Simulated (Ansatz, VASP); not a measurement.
**One calculation of MgS, two programs**

File INCAR:

```
SYSTEM = MgS
AGGAC = 1.0
AGGAX = 1.0
ALDAC = 0.0
ALDAX = 1.0
ALGO = Normal
EDIFF = 1E-8
ENCUT = 520
GGA = B5
ISIF = 2
ISMEAR = 0
IVDW = 13
LASPH = .TRUE.
LCHARG = .FALSE.
LEFG = .TRUE.
LREAL = .FALSE.
LWAVE = .FALSE.
NBANDS = 11
NELM = 80
PREC = Accurate
SIGMA = 0.01
VDW_A1 = 0.44488865
VDW_A2 = 4.0933009
VDW_S6 = 1.0
VDW_S8 = 2.34076671
```

The input KPOINTS:

```
k-points
0
G
  8 8 8
  0 0 0
```

The input POSCAR:

```
MgS
1.0
    0.0000000000      2.6300356747      2.6300356747
    2.6300356747      0.0000000000      2.6300356747
    2.6300356747      2.6300356747      0.0000000000
S Mg
1 1
Direct
    0.2500000000      0.2500000000      0.2500000000
    0.0000000000      0.0000000000      0.0000000000
```

input.yaml

```yaml
crystal:
  lattice:
    - [0.0, 2.6300356747, 2.6300356747]
    - [2.6300356747, 0.0, 2.6300356747]
    - [2.6300356747, 2.6300356747, 0.0]
  atoms:
    - { symbol: S, position: [0.25, 0.25, 0.25] }
    - { symbol: Mg, position: [0.0, 0.0, 0.0] }
hamiltonian:
  xc: blyp
  pseudopotentials: { kind: paw }
  dispersion: d4
kpoints:
  mp_grid: { grid: [8, 8, 8] }
scf:
  occupations: { method: gaussian, width: 0.01 }
output:
  forces: true
  stress: true
  eigenvalues: true
  efg: {}
```

Change from the starting cell: volume scaled by 0.8.

Alike in both runs: task electric field gradients; functional BLYP; dispersion D4; k mesh 8 × 8 × 8; occupations gaussian, width 0.01 eV; no spin polarisation.

|  | VASP | Ansatz |
| --- | --- | --- |
| version | VASP 6.6.1 | Ansatz 0.2.0 |
| potentials or method | VASP PAW PBE potentials, release 64 (S, Mg) | Ansatz PAW |
| plane-wave cutoff (eV) | 520 | 420 |
| valence electrons in the cell | 8 | 16 |

```tsv
	VASP	Ansatz	Ansatz less VASP
gap on the k mesh at the Fermi level (eV)	3.85	3.85	0.000
least direct gap on the mesh (eV)	4.86	4.85	-0.010
pressure (GPa)	18.3	18.1	-0.12
```

VASP's potentials were made for PBE, not for BLYP. VASP's potentials hold 8 valence electrons a cell and Ansatz's 16, so a difference there can come from the potentials and not from the codes.
